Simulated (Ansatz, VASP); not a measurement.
# AgCl in VASP and in Ansatz

INCAR

```
PREC     = Accurate       # precision mode
ENCUT    = 520            # plane-wave cutoff, eV
EDIFF    = 1E-6           # SCF threshold, eV
ISMEAR   = 0              # smearing method
SIGMA    = 0.05           # smearing width, eV
LREAL    = False          # projectors in reciprocal space
LASPH    = True           # aspherical terms in the spheres
NELM     = 80             # most SCF steps
ALGO     = Normal         # electronic algorithm
ISIF     = 2              # what is computed and relaxed
LWAVE    = False          # write WAVECAR
LCHARG   = True           # write CHGCAR
GGA      = PE             # functional
LELF     = True           # ELF
LVHAR    = True         
NBANDS   = 16             # bands
```

The input KPOINTS:

```
Automatic mesh
0
Gamma
  8 8 8
```

POSCAR

```
AgCl
1.0
    0.0000000000      2.7731500000      2.7731500000
    2.7731500000      0.0000000000      2.7731500000
    2.7731500000      2.7731500000      0.0000000000
Ag Cl
1 1
Direct
    0.5000000000      0.5000000000      0.5000000000
    0.0000000000      0.0000000000     -0.0254983243
```

Input for Ansatz:

```yaml
crystal:
  lattice:
    - [0.0, 2.77315, 2.77315]
    - [2.77315, 0.0, 2.77315]
    - [2.77315, 2.77315, 0.0]
  atoms:
    - { symbol: Ag, position: [0.5, 0.5, 0.5] }
    - { symbol: Cl, position: [0.0, 0.0, -0.0254983243] }
basis:
  ecutwfc: 420
kpoints:
  mp_grid: { grid: [8, 8, 8] }
hamiltonian:
  xc: pbe
scf:
  occupations: { method: gaussian, width: 0.05 }
output:
  forces: true
  stress: true
  eigenvalues: true
```

Change from the starting cell: all Cl atoms moved -0.100 Å, as atom 2 along Cartesian [1 1 0].

Alike in both runs: task single point; functional PBE; k mesh 8 × 8 × 8; occupations gaussian, width 0.05 eV; no spin polarisation.

|  | VASP | Ansatz |
| --- | --- | --- |
| version | VASP 6.6.1 | Ansatz 0.2.0 |
| potentials or method | VASP PAW PBE potentials, release 64 (Ag, Cl), cutoff 520 eV | scalar-relativistic, plane waves, PAW |
| valence electrons in the cell | 18 | 26 |

|  | VASP | Ansatz | Ansatz less VASP |
| --- | --- | --- | --- |
| gap on the k mesh at the Fermi level (eV) | 0.90 | 0.91 | +0.003 |
| least direct gap on the mesh (eV) | 2.95 | 2.95 | +0.001 |
| pressure (GPa) | 1.6 | 1.8 | +0.14 |
| traceless stress, the component that is largest in VASP (GPa) | -0.16 | -0.16 | 0.000 |
| rms of the force components (eV/Å) | 0.066 | 0.067 | +0.0011 |

Atom by atom the forces differ by 0.001 eV/Å (rms over components). With one functional, cell and mesh, what is left measures potentials, basis and numerics. VASP's potentials hold 18 valence electrons a cell and Ansatz's 26, so a difference there can come from the potentials and not from the codes.
